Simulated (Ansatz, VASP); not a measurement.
# Two plane-wave programs on Pb

```
Pb
1.0
     0.00000    2.43755    2.43755
     2.43755    0.00000    2.43755
     2.43755    2.43755    0.00000
Pb
1
Cartesian
  0.0000 0.0000 0.0000
```

Alike in both runs: task single point; functional LDA; k mesh 11 × 11 × 11; occupations fermi-dirac, width 0.1 eV; no spin polarisation.

```csv
,VASP,Ansatz
version,VASP 6.6.1,Ansatz 0.2.0
potentials or method,"VASP PAW LDA potentials, release 64 (Pb_d), cutoff 520 eV","plane waves (420 eV) with PAW, scalar-relativistic"
valence electrons in the cell,14,14
```

|  | VASP | Ansatz | Ansatz less VASP |
| --- | --- | --- | --- |
| pressure (GPa) | 0.0 | 0.0 | -0.04 |

Ansatz warns that its potentials were made for another functional, while VASP's fit it. LDA's correlation is that of Perdew and Zunger in VASP and of Perdew and Wang (1992) in Ansatz.

Spin-orbit coupling is off throughout.
